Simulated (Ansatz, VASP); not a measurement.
## Two plane-wave programs on Au

```
CELL_PARAMETERS angstrom
2.69222 0.00000 0.00000
0.00000 2.69222 0.00000
0.00000 0.00000 2.69222
ATOMIC_POSITIONS crystal
Au 0.00000 0.00000 0.00000
```

Change from the starting cell: volume scaled by 0.9405, PAW files.

Alike in both runs: task electric field gradients; functional PBE; k mesh 12 × 12 × 12; occupations fermi-dirac, width 0.08 eV; no spin polarisation.

|  | VASP | Ansatz |
| --- | --- | --- |
| version | VASP 6.6.1 | Ansatz 0.2.0 |
| potentials or method | VASP PAW PBE potentials, release 64 (Au) | PAW with Ansatz's default frozen-core files, scalar-relativistic |
| plane-wave cutoff (eV) | 520 | 420 |
| valence electrons in the cell | 11 | 19 |

Ansatz gave:

```
pressure (GPa) : 7.7
```

Problem. What did VASP give for the same quantities?

Solution. Pressure (GPa): 7.4.

VASP's potentials hold 11 valence electrons a cell and Ansatz's 19, so a difference there can come from the potentials and not from the codes.

Neither program's run includes spin-orbit coupling.
